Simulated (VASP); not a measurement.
# Si3Ge (P-6m2) in VASP: notebook

The runs below take Si3Ge through single point, relaxation of cell and atoms, with PBE.

Everything below comes from runs of VASP 6.6.1. Logs are shortened: lines on timing, memory, paths and dates and some standing lists are left out, and cuts for length are marked.

### 1 The cell of the first run

Symmetry: P-6m2, No. 187, hexagonal system. The conventional cell has a = 2.827 Å, b = 2.827 Å, c = 9.182 Å, α = 90.00°, β = 90.00°, γ = 120.00°. Si (site symmetry 3m) has 9 Si at 2.66 to 2.83 Å and 3 Ge at 2.97 Å within 3.5 Å. Within 3.5 Å of Si (site symmetry -6m2) lie 12 Si at 2.66 to 2.83 Å. Ge (site symmetry -6m2) has 6 Ge at 2.83 Å and 6 Si at 2.97 Å within 3.7 Å.

### 2 Single point, PBE

Contents of INCAR:

```
  PREC = Accurate
  ENCUT = 500
  EDIFF = 1E-6
  ISMEAR = 0
  SIGMA = 0.1
  LREAL = F
  LASPH = T
  NELM = 120
  ALGO = Normal
  ISIF = 2
  LWAVE = F
  LCHARG = T
  GGA = PE
  LELF = T
  LVHAR = T
  NBANDS = 21
  GGA_COMPAT = F
```

Contents of KPOINTS:

```
regular mesh
0
Gamma
  6 6 2
```

Contents of POSCAR:

```
Si3Ge
1.0
    2.8270737562      0.0000000000      0.0000000000
   -1.4135368781      2.4483176913      0.0000000000
    0.0000000000      0.0000000000      9.1821235477
Si Ge
3 1
Direct
    0.3333333333      0.6666666667      0.7294102018
    0.3333333333      0.6666666667      0.2705897982
    0.6666666667      0.3333333333      0.5000000000
    0.6666666667      0.3333333333      0.0000000000
```

Potentials or basis: VASP PAW PBE potentials, release 64 (Si, Ge_d).

Launch:

```console
cat potpaw_PBE.64/Si/POTCAR potpaw_PBE.64/Ge_d/POTCAR > POTCAR
mpirun -np 1 vasp_std > vasp.out
```

OUTCAR:

```text
PREC = Accurate
   ENCUT = 500
   EDIFF = 1E-6
   ISMEAR = 0
   LREAL = F
   LASPH = T
   NELM = 120
   ISIF = 2
   GGA = PE

 ion  position               nearest neighbor table
   1  0.333  0.667  0.729-   3 2.66   3 2.66   3 2.66   4 2.97   4 2.97   4 2.97
   2  0.333  0.667  0.271-   3 2.66   3 2.66   3 2.66   4 2.97   4 2.97   4 2.97
   3  0.667  0.333  0.500-   1 2.66   2 2.66   1 2.66   2 2.66   1 2.66   2 2.66
   4  0.667  0.333  0.000-   1 2.97   2 2.97   1 2.97   2 2.97   1 2.97   2 2.97

  LATTYP: Found a hexagonal cell.
 ALAT       =     2.8270737562
 C/A-ratio  =     3.2479250064

  Lattice vectors:

 A1 = (   2.8270737562,   0.0000000000,   0.0000000000)
 A2 = (  -1.4135368781,   2.4483176913,   0.0000000000)
 A3 = (   0.0000000000,   0.0000000000,   9.1821235477)

Analysis of symmetry for initial positions (statically):
=====================================================================
 Subroutine PRICEL returns:
 Original cell was already a primitive cell.

 Routine SETGRP: Setting up the symmetry group for a
 hexagonal supercell.

 Subroutine GETGRP returns: Found 12 space group operations
 (whereof 12 operations were pure point group operations)
 out of a pool of 24 trial point group operations.

The static configuration has the point symmetry D_3h.

Analysis of symmetry for dynamics (positions and initial velocities):
=====================================================================
 Subroutine PRICEL returns:
 Original cell was already a primitive cell.

 Routine SETGRP: Setting up the symmetry group for a
 hexagonal supercell.

 Subroutine GETGRP returns: Found 12 space group operations
 (whereof 12 operations were pure point group operations)
 out of a pool of 24 trial point group operations.

The dynamic configuration has the point symmetry D_3h.

 Subroutine INISYM returns: Found 12 space group operations
 (whereof 12 operations are pure point group operations),
 and found     1 'primitive' translations

----------------------------------------------------------------------------------------

                                     Primitive cell

  volume of cell :      63.5548

  direct lattice vectors                    reciprocal lattice vectors
     2.827073756  0.000000000  0.000000000     0.353722643  0.204221863  0.000000000
    -1.413536878  2.448317691  0.000000000     0.000000000  0.408443726  0.000000000
     0.000000000  0.000000000  9.182123548     0.000000000  0.000000000  0.108907269

  length of vectors
     2.827073756  2.827073756  9.182123548     0.408443726  0.408443726  0.108907269

  position of ions in fractional coordinates (direct lattice)
     0.333333333  0.666666667  0.729410202
     0.333333333  0.666666667  0.270589798
     0.666666667  0.333333333  0.500000000
     0.666666667  0.333333333  0.000000000

  ion indices of the primitive-cell ions
   primitive index   ion index
                 1           1
                 2           2
                 3           3
                 4           4

----------------------------------------------------------------------------------------

 KPOINTS: regular mesh

Automatic generation of k-mesh.
 Grid dimensions read from file:
 generate k-points for:    6    6    2

 Generating k-lattice:

  Cartesian coordinates                     Fractional coordinates (reciprocal lattice)
     0.058953774  0.034036977  0.000000000     0.166666667  0.000000000  0.000000000
     0.000000000  0.068073954  0.000000000     0.000000000  0.166666667  0.000000000
     0.000000000  0.000000000  0.054453635     0.000000000  0.000000000  0.500000000

  Length of vectors
     0.068073954  0.068073954  0.054453635

  Shift w.r.t. Gamma in fractional coordinates (k-lattice)
     0.000000000  0.000000000  0.000000000

 Subroutine IBZKPT returns following result:
 ===========================================

 Found     14 irreducible k-points:

 Following reciprocal coordinates:
            Coordinates               Weight
  0.000000  0.000000  0.000000      1.000000
  0.166667  0.000000  0.000000      6.000000
  0.333333  0.000000  0.000000      6.000000
  0.500000 -0.000000  0.000000      3.000000
  0.166667  0.166667  0.000000      6.000000
  0.333333  0.166667  0.000000     12.000000
  0.333333  0.333333  0.000000      2.000000
  0.000000  0.000000  0.500000      1.000000
  0.166667  0.000000  0.500000      6.000000
  0.333333  0.000000  0.500000      6.000000
  0.500000 -0.000000  0.500000      3.000000
  0.166667  0.166667  0.500000      6.000000
  0.333333  0.166667  0.500000     12.000000
  0.333333  0.333333  0.500000      2.000000
   k-points           NKPTS =     14   k-points in BZ     NKDIM =     14   number of bands    NBANDS=     21
   number of dos      NEDOS =    301   number of ions     NIONS =      4
   total plane-waves  NPLWV =  40320
   dimension x,y,z NGX =    24 NGY =   24 NGZ =   70
   dimension x,y,z NGXF=    48 NGYF=   48 NGZF=  140
   ions per type =               3   1
   NGX,Y,Z   is equivalent  to a cutoff of  14.11, 14.11, 12.67 a.u.
   NGXF,Y,Z  is equivalent  to a cutoff of  28.23, 28.23, 25.35 a.u.
 SYSTEM =  unknown system
   PREC   = accura    normal or accurate (medium, high low for compatibility)
   ISTART =      0    job   : 0-new  1-cont  2-samecut
   ICHARG =      2    charge: 1-file 2-atom 10-const
   ISPIN  =      1    spin polarized calculation?
   LNONCOLLINEAR =      F non collinear calculations
   LSORBIT =      F    spin-orbit coupling
   LASPH  =      T    aspherical Exc in radial PAW
   ENCUT  =  500.0 eV  36.75 Ry    6.06 a.u.   5.15  5.15 16.74*2*pi/ulx,y,z
   NELM   =    120;   NELMIN=  2; NELMDL= -5     # of ELM steps
   EDIFF  = 0.1E-05   stopping-criterion for ELM
   LREAL  =      F    real-space projection
   EDIFFG = 0.1E-04   stopping-criterion for IOM
   NSW    =      0    number of steps for IOM
   IBRION =     -1    ionic relax: 0-MD 1-quasi-New 2-CG
   NFREE  =      0    steps in history (QN), initial steepest desc. (CG)
   ISIF   =      2    stress and relaxation
   ISYM   =      2    0-nonsym 1-usesym 2-fastsym
   POTIM  = 0.5000    time-step for ionic-motion
   TEBEG  =    0.0;   TEEND  =   0.0 temperature during run
   PSTRESS=    0.0 pullay stress
   NELECT =      26.0000    total number of electrons
   NUPDOWN=      -1.0000    fix difference up-down
   EMIN   =  10.00;   EMAX   =-10.00  energy-range for DOS
   EFERMI =   0.00;   METHOD = LEGACY
   ISMEAR =     0;   SIGMA  =   0.10  broadening in eV -4-tet -1-fermi 0-gaus
   EFERMI_NEDOS =   21; number of points for ismear=-14 and -15
   IALGO  =     38    algorithm
   IMIX   =      4    mixing-type and parameters
     AMIX     =   0.40;   BMIX     =  1.00
     AMIX_MAG =   1.60;   BMIX_MAG =  1.00
  volume/ion in A,a.u.               =      15.89       107.22
  Fermi-wavevector in a.u.,A,eV,Ry     =   1.215299  2.296583 20.095159  1.476953
  Thomas-Fermi vector in A             =   2.350691
   LORBIT       =      0    0 simple, 1 ext, 2 COOP (PROOUT), +10 PAW based schemes
   GGA     = PE    functional components
   LHFCALC =     F    Hartree Fock is set to
   AEXX    =    0.0000 exact exchange contribution
   IVDW    =     0    specifies the selected vdW correction
   LEPSILON=     F    determine dielectric tensor
   LRPA    =     F    only Hartree local field effects (RPA)
 non-spin polarized calculation
 Gauss-broadening in eV      SIGMA  =   0.10
  energy-cutoff  :      500.00
  volume of cell :       63.55
 maximum number of plane-waves:      1626
 NGX is ok and might be reduce to    24
   NGX = 11   NGY = 11   NGZ = 33

 number of electron      26.0000005 magnetization

 Free energy of the ion-electron system (eV)
  ---------------------------------------------------
  ext. energy  EPLUGINS =         0.00000000
  ---------------------------------------------------
  free energy    TOTEN  =       -18.75614806 eV

  energy without entropy =      -18.74927095  energy(sigma->0) =      -18.75270950

 E-fermi :   9.1040     XC(G=0): -11.1477

 val. band max:        9.0917380946   @ k =   0.3333   0.0000   0.5000
 cond. band min:       9.2014835083   @ k =   0.1667   0.1667   0.0000
 fundamental gap:      0.1097454137
 Fermi energy:         9.1039608598

 k-point     1 :       0.0000    0.0000    0.0000
  band No.  band energies     occupation
      1     -16.0282      2.00000
      2     -16.0282      2.00000
      3     -16.0271      2.00000
      4     -15.9232      2.00000
      5     -15.9232      2.00000
      6      -5.0612      2.00000
[... 13 lines left out ...]
     20      18.1765      0.00000
     21      19.5473      0.00000

 k-point     2 :       0.1667    0.0000    0.0000
  band No.  band energies     occupation
      1     -16.0420      2.00000
      2     -15.9978      2.00000
      3     -15.9934      2.00000
      4     -15.9433      2.00000
      5     -15.9276      2.00000
      6      -4.3861      2.00000
[... 13 lines left out ...]
     20      17.3553      0.00000
     21      17.7123      0.00000

 k-point     3 :       0.3333    0.0000    0.0000
  band No.  band energies     occupation
      1     -16.0703      2.00000
      2     -15.9829      2.00000
      3     -15.9408      2.00000
      4     -15.9365      2.00000
      5     -15.9233      2.00000
      6      -2.3763      2.00000
[... 13 lines left out ...]
     20      14.2468      0.00000
     21      14.7018      0.00000
[... 217 lines left out ...]
 k-point    13 :       0.3333    0.1667    0.5000
  band No.  band energies     occupation
      1     -16.0429      2.00000
      2     -15.9920      2.00000
      3     -15.9512      2.00000
      4     -15.9409      2.00000
      5     -15.9029      2.00000
      6      -0.1809      2.00000
[... 13 lines left out ...]
     20      13.8119      0.00000
     21      14.7903      0.00000

 k-point    14 :       0.3333    0.3333    0.5000
  band No.  band energies     occupation
      1     -15.9784      2.00000
      2     -15.9767      2.00000
      3     -15.9688      2.00000
      4     -15.9673      2.00000
      5     -15.9278      2.00000
      6       2.6579      2.00000
[... 13 lines left out ...]
     20      12.9685      0.00000
     21      13.9871      0.00000

------------------------ aborting loop because EDIFF is reached ----------------------------------------

  FORCE on cell =-STRESS in cart. coord.  units (eV):
  Direction    XX          YY          ZZ          XY          YZ          ZX
  --------------------------------------------------------------------------------------
  -------------------------------------------------------------------------------------
  Total        0.0125726      0.0125726     -0.1136456      0.0000000      0.0000000      0.0000000
  in kB        0.3169468      0.3169468     -2.8649388      0.0000000      0.0000000      0.0000000
  external PRESSURE =      -0.7436818 kB  Pullay stress =       0.0000000 kB

 VOLUME and BASIS-vectors are now :
 -----------------------------------------------------------------------------
  energy-cutoff  :      500.00
  volume of cell :       63.55
      direct lattice vectors                 reciprocal lattice vectors
     2.827073756  0.000000000  0.000000000     0.353722643  0.204221863  0.000000000
    -1.413536878  2.448317691  0.000000000     0.000000000  0.408443726  0.000000000
     0.000000000  0.000000000  9.182123548     0.000000000  0.000000000  0.108907269

 POSITION                                       TOTAL-FORCE (eV/Angst)
 -----------------------------------------------------------------------------------
     -0.00000      1.63221      6.69753         0.000000      0.000000      0.005990
     -0.00000      1.63221      2.48459        -0.000000      0.000000     -0.005990
      1.41354      0.81611      4.59106        -0.000000      0.000000      0.000000
      1.41354      0.81611      0.00000        -0.000000     -0.000000      0.000000
 -----------------------------------------------------------------------------------
    total drift:                               -0.000000      0.000000      0.000000

  FREE ENERGIE OF THE ION-ELECTRON SYSTEM (eV)
  ---------------------------------------------------
  free  energy   TOTEN  =       -18.7561480571 eV

  energy  without entropy=      -18.7492709504  energy(sigma->0) =      -18.75270950
```

Run time: 25 s. Hardware: 1 thread of Intel Xeon Platinum 8488C (Sapphire Rapids), shared host; peak memory 0.17 GiB.

What came out:

```
Free energy            : -18.7561 eV
Pressure               : -0.1 GPa
Largest force          : 0.006 eV/Å
Band gap on the k mesh : zero (bands 13 and 14 overlap by 10.09 eV)
```

Forces in eV/Å, atoms in the order of the input:
```
Si   0.000  0.000  0.006
Si   0.000  0.000 -0.006
Si   0.000  0.000  0.000
Ge   0.000  0.000  0.000
```

Caveat: the k points lie up to 0.43 Å⁻¹ apart, too coarse for converged energies and pressures of a metal.

(Continued in part 2 of 2.)

The gap in the log of VASP goes by the Fermi energy; the results here count the filled bands.